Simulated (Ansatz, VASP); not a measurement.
## One calculation of TaSi2, two programs

```
Ta Si
1.0
     4.76099    0.00000    0.00000
    -2.38050    4.12314    0.00000
     0.00000    0.00000    6.68727
Ta Si
3 6
Direct
  0.50000 0.00000 0.00000
  0.50000 0.50000 0.66667
  0.00000 0.50000 0.33333
  0.15988 0.31975 0.00000
  0.84012 0.15988 0.66667
  0.68025 0.84012 0.33333
  0.84012 0.68025 0.00000
  0.15988 0.84012 0.66667
  0.31975 0.15988 0.33333
```

Change from the starting cell: strain along c alone, the other axes held, atoms relaxed: +2.0 %.

Alike in both runs: functional PBEsol; k mesh 12 × 12 × 6; occupations gaussian, width 0.1 eV; no spin polarisation.

Ansatz relaxed the structure, and its values are those at the end. VASP's run is a single point on that final structure, the one shown.

|  | VASP | Ansatz |
| --- | --- | --- |
| version | VASP 6.6.1 | Ansatz 0.2.0 |
| potentials or method | VASP PAW PBE potentials, release 64 (Ta_pv, Si), cutoff 520 eV | scalar-relativistic, plane waves, PAW |
| valence electrons in the cell | 57 | 63 |

```tsv
	VASP	Ansatz	Ansatz less VASP
gap on the k mesh at the Fermi level (eV)	none	none	-
pressure (GPa)	-3.9	-4.1	-0.28
```

VASP's potentials were made for PBE, not for PBEsol. A gap of «none» marks a metal or a gap that the smearing closes. VASP's potentials hold 57 valence electrons a cell and Ansatz's 63, so a difference there can come from the potentials and not from the codes. Ansatz's warnings: stress scf threshold loose.

Neither program's run includes spin-orbit coupling.
